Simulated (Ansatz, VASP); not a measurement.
**Two plane-wave programs on W**

```xyz
2
Lattice="2.7368 0.0000 0.0000 -1.3684 2.3702 0.0000 0.0000 0.0000 4.8571" Properties=species:S:1:pos:R:3 pbc="T T T"
W     0.0000    1.5801    1.2143
W     1.3684    0.7901    3.6428
```

Alike in both runs: functional LDA; k mesh 13 × 13 × 7; occupations fermi-dirac, width 0.1 eV; no spin polarisation.

Ansatz relaxed the structure, and its values are those at the end. VASP's run is a single point on that final structure, the one shown.

|  | VASP | Ansatz |
| --- | --- | --- |
| version | VASP 6.6.1 | Ansatz 0.2.0 |
| potentials or method | VASP PAW LDA potentials, release 64 (W_sv), cutoff 520 eV | plane waves (420 eV) with PAW, scalar-relativistic |
| valence electrons in the cell | 28 | 28 |

Ansatz gave:

- pressure (GPa): 0.0

Q: Estimate VASP's values.

A: Pressure (GPa): 1.8.

Ansatz warns that its potentials were made for another functional, while VASP's fit it. LDA's correlation is that of Perdew and Zunger in VASP and of Perdew and Wang (1992) in Ansatz.

Spin-orbit coupling is off throughout.
